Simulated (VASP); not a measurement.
Crystal: ZrC.

```
Zr C
1.0
     3.39148    0.00000    0.00000
    -1.69574    2.93710    0.00000
     0.00000    0.00000    5.29005
Zr C
2 2
Direct
  0.66667 0.33333 0.75000
  0.33333 0.66667 0.25000
  0.00000 0.00000 0.50000
  0.00000 0.00000 0.00000
```

- Program: VASP 6.6.1
- Task: relaxation of cell and atoms
- Functional: PBEsol
- Potentials or basis: VASP PAW PBE potentials, release 64 (Zr_sv, C)
- Cutoff: 600 eV
- k mesh: 9 × 9 × 5
- Occupations: fermi-dirac, width 0.05 eV
- Spin: no spin polarisation

At the start: pressure -7.6 GPa; volume 13.17 Å³/atom.

Task: Where does the relaxation end?

Result: Over 6 steps the energy falls by 11.4 meV/atom and the volume is 12.73 Å³/atom (-3.4 %); space group P6_3/mmc (No. 194, to 0.1 Å) before and after.

Step by step:
| step | energy change (eV) | largest force (eV/Å) | pressure (GPa) | volume (Å³) |
| --- | --- | --- | --- | --- |
| 1 | 0.0000 | 0.0000 | -7.56 | 52.69 |
| 2 | 0.0786 | 0.0000 | 14.84 | 48.10 |
| 3 | -0.0445 | 0.0000 | -0.08 | 50.91 |
| 4 | -0.0445 | 0.0000 | 0.09 | 50.88 |
| 5 | -0.0453 | 0.0000 | 0.06 | 50.89 |
| 6 | -0.0457 | 0.0000 | 0.01 | 50.91 |

Final structure:
```yaml
crystal:
  lattice:
    - [3.33794, 0.00000, 0.00000]
    - [-1.66897, 2.89074, 0.00000]
    - [0.00000, 0.00000, 5.27562]
  atoms:
    - { symbol: Zr, position: [0.66667, 0.33333, 0.75000] }
    - { symbol: Zr, position: [0.33333, 0.66667, 0.25000] }
    - { symbol: C, position: [0.00000, 0.00000, 0.50000] }
    - { symbol: C, position: [0.00000, 0.00000, 0.00000] }
```

Caveat: the PAW data sets were made with another functional, which shifts forces and pressure a little.
